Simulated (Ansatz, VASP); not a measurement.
Two plane-wave programs on Ti2HC

Contents of INCAR:

```
SYSTEM = Ti2HC
ALGO     = Normal         ! electronic algorithm
EDIFF    = 1E-6           ! SCF threshold, eV
ENCUT    = 520            ! plane-wave cutoff, eV
ISIF     = 2              ! what is computed and relaxed
ISMEAR   = 0              ! smearing method
LASPH    = .True.         ! aspherical terms in the spheres
LCHARG   = .True.         ! write CHGCAR
LELF     = .True.         ! ELF
LREAL    = .False.        ! projectors in reciprocal space
LVHAR    = .True.       
LWAVE    = .False.        ! write WAVECAR
NBANDS   = 22             ! bands
NELM     = 100            ! most SCF steps
PREC     = Accurate       ! precision mode
SIGMA    = 0.05           ! smearing width, eV
```

KPOINTS

```
k-points
0
Gamma
  12 12 12
  0 0 0
```

File POSCAR:

```
Ti2HC
1.0
   -1.5482797468      2.6816991858      0.0000000000
   -3.0965594936      0.0000000000      0.0000000000
   -1.5482797468      0.8938997286      4.7948803090
Ti H C
2 1 1
Direct
    0.2439459500      0.2439459500      0.2681621500
    0.7560540500      0.7560540500      0.7318378500
    0.0000000000      0.0000000000      0.0000000000
    0.5000000000      0.5000000000      0.5000000000
```

Input for Ansatz:

```yaml
crystal:
  lattice:
    - [-1.5482797468, 2.6816991858, 0.0]
    - [-3.0965594936, 0.0, 0.0]
    - [-1.5482797468, 0.8938997286, 4.794880309]
  atoms:
    - { symbol: Ti, position: [0.24394595, 0.24394595, 0.26816215] }
    - { symbol: Ti, position: [0.75605405, 0.75605405, 0.73183785] }
    - { symbol: H, position: [0.0, 0.0, 0.0] }
    - { symbol: C, position: [0.5, 0.5, 0.5] }
basis:
  ecutwfc: 420
  fft_grid_basis: typed
kpoints:
  mp_grid: { grid: [12, 12, 12] }
hamiltonian:
  xc: lda
  pseudopotentials: { kind: paw }
scf:
  occupations: { method: gaussian, width: 0.05 }
output:
  forces: true
  stress: true
  eigenvalues: true
  bader: true
  write_density: true
  volumetric_format: npy
  elf: true
```

Alike in both runs: task single point; functional LDA; k mesh 12 × 12 × 12; occupations gaussian, width 0.05 eV; no spin polarisation.

```csv
,VASP,Ansatz
version,VASP 6.6.1,Ansatz 0.2.0
potentials or method,"VASP PAW LDA potentials, release 64 (Ti_sv, H, C), cutoff 520 eV","scalar-relativistic, plane waves, PAW"
valence electrons in the cell,29,29
```

Ansatz gave:

```
gap on the k mesh at the Fermi level (eV)                     : none
pressure (GPa)                                                : -9.8
traceless stress, the component that is largest in VASP (GPa) : 0.21
rms of the force components (eV/Å)                            : 0.166
```

Question: Estimate VASP's values.

Answer: gap on the k mesh at the Fermi level (eV): none; pressure (GPa): -9.4; traceless stress, the component that is largest in VASP (GPa): 0.16; rms of the force components (eV/Å): 0.148.

LDA's correlation is that of Perdew and Zunger in VASP and of Perdew and Wang (1992) in Ansatz. Atom by atom the forces differ by 0.018 eV/Å (rms over components). A gap of «none» marks a metal or a gap that the smearing closes.
